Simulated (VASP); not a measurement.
# Bi (P6_3/mmc) in VASP: a series of runs

Bi is run at these levels: PBEsol; tasks: single point.

Everything below comes from runs of VASP 6.6.1. Logs are shortened: lines on timing, memory, paths and dates and some standing lists are left out, and cuts for length are marked.

**1. The cell of the first run**

It takes space group P6_3/mmc (No. 194, hexagonal). Conventional cell: a = 4.539 Å, b = 4.539 Å, c = 12.184 Å, α = 90.00°, β = 90.00°, γ = 120.00°.

This isn't the form of Bi at room conditions, which is rhombohedral.

**2. Single point, PBEsol (zz strain of +3 %)**

File INCAR:

```
PREC     = Accurate       # precision mode
ENCUT    = 520            # plane-wave cutoff, eV
EDIFF    = 1E-7           # SCF threshold, eV
ISMEAR   = -1             # smearing method
SIGMA    = 0.03           # smearing width, eV
LREAL    = F              # projectors in reciprocal space
LASPH    = T              # aspherical terms in the spheres
NELM     = 100            # most SCF steps
ALGO     = Normal         # electronic algorithm
ISIF     = 2              # what is computed and relaxed
LWAVE    = F              # write WAVECAR
LCHARG   = F              # write CHGCAR
GGA      = PS             # functional
NBANDS   = 22             # bands
```

File KPOINTS:

```
Automatic mesh
0
Gamma
  9 9 3
```

File POSCAR:

```
Bi
1.0
    4.5390002997      0.0000000000      0.0000000000
   -2.2695001499      3.9308895674      0.0000000000
    0.0000000000      0.0000000000     12.1838700000
Bi
2
Direct
    0.3333333333      0.6666666667      0.2500000000
    0.6666666667      0.3333333333      0.7500000000
```

Potentials or basis: VASP PAW PBE potentials, release 64 (Bi_d).

The run is started by

```sh
$ cat potpaw_PBE.64/Bi_d/POTCAR > POTCAR
$ mpirun -np 1 vasp_std > vasp.out
```

OUTCAR:

```text
PREC = Accurate
   ENCUT = 520
   EDIFF = 1E-7
   ISMEAR = -1
   LREAL = F
   LASPH = T
   NELM = 100
   ISIF = 2
   GGA = PS

 ion  position               nearest neighbor table
   1  0.333  0.667  0.250-
   2  0.667  0.333  0.750-

  LATTYP: Found a hexagonal cell.
 ALAT       =     4.5390002997
 C/A-ratio  =     2.6842628763

  Lattice vectors:

 A1 = (   4.5390002997,   0.0000000000,   0.0000000000)
 A2 = (  -2.2695001499,   3.9308895674,   0.0000000000)
 A3 = (   0.0000000000,   0.0000000000,  12.1838700000)

Analysis of symmetry for initial positions (statically):
=====================================================================
 Subroutine PRICEL returns:
 Original cell was already a primitive cell.

 Routine SETGRP: Setting up the symmetry group for a
 hexagonal supercell.

 Subroutine GETGRP returns: Found 24 space group operations
 (whereof 12 operations were pure point group operations)
 out of a pool of 24 trial point group operations.

The static configuration has the point symmetry D_3d.
 The point group associated with its full space group is D_6h.

Analysis of symmetry for dynamics (positions and initial velocities):
=====================================================================
 Subroutine PRICEL returns:
 Original cell was already a primitive cell.

 Routine SETGRP: Setting up the symmetry group for a
 hexagonal supercell.

 Subroutine GETGRP returns: Found 24 space group operations
 (whereof 12 operations were pure point group operations)
 out of a pool of 24 trial point group operations.

The dynamic configuration has the point symmetry D_3d.
 The point group associated with its full space group is D_6h.

 Subroutine INISYM returns: Found 24 space group operations
 (whereof 12 operations are pure point group operations),
 and found     1 'primitive' translations

----------------------------------------------------------------------------------------

                                     Primitive cell

  volume of cell :     217.3884

  direct lattice vectors                    reciprocal lattice vectors
     4.539000300  0.000000000  0.000000000     0.220312830  0.127197672  0.000000000
    -2.269500150  3.930889567  0.000000000     0.000000000  0.254395343  0.000000000
     0.000000000  0.000000000 12.183870000     0.000000000  0.000000000  0.082075728

  length of vectors
     4.539000300  4.539000300 12.183870000     0.254395343  0.254395343  0.082075728

  position of ions in fractional coordinates (direct lattice)
     0.333333333  0.666666667  0.250000000
     0.666666667  0.333333333  0.750000000

  ion indices of the primitive-cell ions
   primitive index   ion index
                 1           1
                 2           2

----------------------------------------------------------------------------------------

 KPOINTS: Automatic mesh

Automatic generation of k-mesh.
 Grid dimensions read from file:
 generate k-points for:    9    9    3

 Generating k-lattice:

  Cartesian coordinates                     Fractional coordinates (reciprocal lattice)
     0.024479203  0.014133075  0.000000000     0.111111111 -0.000000000  0.000000000
     0.000000000  0.028266149  0.000000000     0.000000000  0.111111111  0.000000000
     0.000000000  0.000000000  0.027358576     0.000000000  0.000000000  0.333333333

  Length of vectors
     0.028266149  0.028266149  0.027358576

  Shift w.r.t. Gamma in fractional coordinates (k-lattice)
     0.000000000  0.000000000  0.000000000

 Subroutine IBZKPT returns following result:
 ===========================================

 Found     24 irreducible k-points:

 Following reciprocal coordinates:
            Coordinates               Weight
  0.000000  0.000000  0.000000      1.000000
  0.111111 -0.000000  0.000000      6.000000
  0.222222  0.000000  0.000000      6.000000
  0.333333  0.000000  0.000000      6.000000
  0.444444  0.000000  0.000000      6.000000
  0.111111  0.111111  0.000000      6.000000
[... 16 lines left out ...]
  0.333333  0.222222  0.333333     24.000000
  0.333333  0.333333  0.333333      4.000000
   k-points           NKPTS =     24   k-points in BZ     NKDIM =     24   number of bands    NBANDS=     22
   number of dos      NEDOS =    301   number of ions     NIONS =      2
   total plane-waves  NPLWV = 124416
   dimension x,y,z NGX =    36 NGY =   36 NGZ =   96
   dimension x,y,z NGXF=    72 NGYF=   72 NGZF=  192
   ions per type =               2
   NGX,Y,Z   is equivalent  to a cutoff of  13.19, 13.19, 13.10 a.u.
   NGXF,Y,Z  is equivalent  to a cutoff of  26.37, 26.37, 26.20 a.u.
 SYSTEM =  unknown system
   PREC   = accura    normal or accurate (medium, high low for compatibility)
   ISTART =      0    job   : 0-new  1-cont  2-samecut
   ICHARG =      2    charge: 1-file 2-atom 10-const
   ISPIN  =      1    spin polarized calculation?
   LNONCOLLINEAR =      F non collinear calculations
   LSORBIT =      F    spin-orbit coupling
   LASPH  =      T    aspherical Exc in radial PAW
   ENCUT  =  520.0 eV  38.22 Ry    6.18 a.u.   8.44  8.44 22.65*2*pi/ulx,y,z
   NELM   =    100;   NELMIN=  2; NELMDL= -5     # of ELM steps
   EDIFF  = 0.1E-06   stopping-criterion for ELM
   LREAL  =      F    real-space projection
   EDIFFG = 0.1E-05   stopping-criterion for IOM
   NSW    =      0    number of steps for IOM
   IBRION =     -1    ionic relax: 0-MD 1-quasi-New 2-CG
   NFREE  =      0    steps in history (QN), initial steepest desc. (CG)
   ISIF   =      2    stress and relaxation
   ISYM   =      2    0-nonsym 1-usesym 2-fastsym
   POTIM  = 0.5000    time-step for ionic-motion
   TEBEG  =    0.0;   TEEND  =   0.0 temperature during run
   PSTRESS=    0.0 pullay stress
   NELECT =      30.0000    total number of electrons
   NUPDOWN=      -1.0000    fix difference up-down
   EMIN   =  10.00;   EMAX   =-10.00  energy-range for DOS
   EFERMI =   0.00;   METHOD = LEGACY
   ISMEAR =    -1;   SIGMA  =   0.03  broadening in eV -4-tet -1-fermi 0-gaus
   EFERMI_NEDOS =   21; number of points for ismear=-14 and -15
   IALGO  =     38    algorithm
   IMIX   =      4    mixing-type and parameters
     AMIX     =   0.40;   BMIX     =  1.00
     AMIX_MAG =   1.60;   BMIX_MAG =  1.00
  volume/ion in A,a.u.               =     108.69       733.50
  Fermi-wavevector in a.u.,A,eV,Ry     =   0.845999  1.598706  9.737883  0.715714
  Thomas-Fermi vector in A             =   1.961276
   LORBIT       =      0    0 simple, 1 ext, 2 COOP (PROOUT), +10 PAW based schemes
   GGA     = PS    functional components
   LHFCALC =     F    Hartree Fock is set to
   AEXX    =    0.0000 exact exchange contribution
   IVDW    =     0    specifies the selected vdW correction
   LEPSILON=     F    determine dielectric tensor
   LRPA    =     F    only Hartree local field effects (RPA)
 non-spin polarized calculation
  energy-cutoff  :      520.00
  volume of cell :      217.39
 maximum number of plane-waves:      5913
 NGX is ok and might be reduce to    36
   NGX = 17   NGY = 17   NGZ = 45

 number of electron      30.0000003 magnetization

 Free energy of the ion-electron system (eV)
  ---------------------------------------------------
  ext. energy  EPLUGINS =         0.00000000
  ---------------------------------------------------
  free energy    TOTEN  =        -3.36718707 eV

  energy without entropy =       -3.34572598  energy(sigma->0) =       -3.35645653

 E-fermi :  -1.2577     XC(G=0):  -5.2986

 val. band max:       -1.2693436101   @ k =   0.3333   0.0000   0.3333
 cond. band min:      -1.2441590035   @ k =   0.3333   0.1111   0.3333
 fundamental gap:      0.0251846066
 Fermi energy:        -1.2577171622

 k-point     1 :       0.0000    0.0000    0.0000
  band No.  band energies     occupation
      1     -24.0244      2.00000
      2     -24.0244      2.00000
      3     -24.0186      2.00000
      4     -24.0186      2.00000
      5     -24.0186      2.00000
      6     -24.0186      2.00000
[... 14 lines left out ...]
     21       4.3739      0.00000
     22       4.4587      0.00000

 k-point     2 :       0.1111   -0.0000    0.0000
  band No.  band energies     occupation
      1     -24.0240      2.00000
      2     -24.0240      2.00000
      3     -24.0189      2.00000
      4     -24.0189      2.00000
      5     -24.0187      2.00000
      6     -24.0186      2.00000
[... 14 lines left out ...]
     21       4.4314      0.00000
     22       4.7941      0.00000

 k-point     3 :       0.2222    0.0000    0.0000
  band No.  band energies     occupation
      1     -24.0230      2.00000
      2     -24.0230      2.00000
      3     -24.0196      2.00000
      4     -24.0196      2.00000
      5     -24.0189      2.00000
      6     -24.0188      2.00000
[... 14 lines left out ...]
     21       4.4566      0.00000
     22       5.0518      0.00000

 k-point     4 :       0.3333    0.0000    0.0000
  band No.  band energies     occupation
      1     -24.0221      2.00000
      2     -24.0220      2.00000
      3     -24.0204      2.00000
      4     -24.0204      2.00000
      5     -24.0191      2.00000
      6     -24.0191      2.00000
[... 14 lines left out ...]
     21       4.2239      0.00000
     22       4.7281      0.00000

 k-point     5 :       0.4444    0.0000    0.0000
  band No.  band energies     occupation
      1     -24.0216      2.00000
      2     -24.0216      2.00000
      3     -24.0209      2.00000
      4     -24.0209      2.00000
      5     -24.0192      2.00000
      6     -24.0192      2.00000
[... 417 lines left out ...]
 k-point    22 :       0.2222    0.2222    0.3333
  band No.  band energies     occupation
      1     -24.0212      2.00000
      2     -24.0212      2.00000
      3     -24.0205      2.00000
      4     -24.0204      2.00000
      5     -24.0195      2.00000
      6     -24.0195      2.00000
[... 14 lines left out ...]
     21       5.1429      0.00000
     22       5.5431      0.00000

 k-point    23 :       0.3333    0.2222    0.3333
  band No.  band energies     occupation
      1     -24.0207      2.00000
      2     -24.0207      2.00000
      3     -24.0206      2.00000
      4     -24.0206      2.00000
      5     -24.0198      2.00000
      6     -24.0198      2.00000
[... 14 lines left out ...]
     21       4.9004      0.00000
     22       5.3032      0.00000

 k-point    24 :       0.3333    0.3333    0.3333
  band No.  band energies     occupation
      1     -24.0203      2.00000
      2     -24.0203      2.00000
      3     -24.0203      2.00000
      4     -24.0203      2.00000
      5     -24.0202      2.00000
      6     -24.0202      2.00000
[... 14 lines left out ...]
     21       4.3407      0.00000
     22       4.7993      0.00000

------------------------ aborting loop because EDIFF is reached ----------------------------------------

  FORCE on cell =-STRESS in cart. coord.  units (eV):
  Direction    XX          YY          ZZ          XY          YZ          ZX
  --------------------------------------------------------------------------------------
  -------------------------------------------------------------------------------------
  Total       -6.7932706     -6.7932706     -0.3836911      0.0000000      0.0000000      0.0000000
  in kB      -50.0671863    -50.0671863     -2.8278479      0.0000000      0.0000000      0.0000000
  external PRESSURE =     -34.3207402 kB  Pullay stress =       0.0000000 kB

 VOLUME and BASIS-vectors are now :
 -----------------------------------------------------------------------------
  energy-cutoff  :      520.00
  volume of cell :      217.39
      direct lattice vectors                 reciprocal lattice vectors
     4.539000300  0.000000000  0.000000000     0.220312830  0.127197672  0.000000000
    -2.269500150  3.930889567  0.000000000     0.000000000  0.254395343  0.000000000
     0.000000000  0.000000000 12.183870000     0.000000000  0.000000000  0.082075728

 POSITION                                       TOTAL-FORCE (eV/Angst)
 -----------------------------------------------------------------------------------
     -0.00000      2.62059      3.04597         0.000000     -0.000000      0.000000
      2.26950      1.31030      9.13790        -0.000000      0.000000      0.000000
 -----------------------------------------------------------------------------------
    total drift:                               -0.000000      0.000000      0.000000

  FREE ENERGIE OF THE ION-ELECTRON SYSTEM (eV)
  ---------------------------------------------------
  free  energy   TOTEN  =        -3.3671870720 eV

  energy  without entropy=       -3.3457259806  energy(sigma->0) =       -3.35645653
```

Run time: 91 s. Hardware: 1 thread of Intel Xeon Platinum 8259CL at 2.50GHz (Skylake/Cascade Lake), shared host; peak memory 0.36 GiB.

What came out:

```
Free energy            : -3.3672 eV
Pressure               : -3.4 GPa
Band gap on the k mesh : zero (bands 15 and 16 overlap by 2.14 eV)
```

Stress tensor (GPa, compression positive):
```
-5.01  0.00  0.00
 0.00 -5.01  0.00
 0.00  0.00 -0.28
```

Caveat: the cell differs from its parent crystal (zz strain of +3 %); the cell stands under tension; the PAW data sets were made with another functional, which shifts forces and pressure a little; spin-orbit coupling is left out, which moves the levels of the heavy elements.

[end of part 1 of 2]
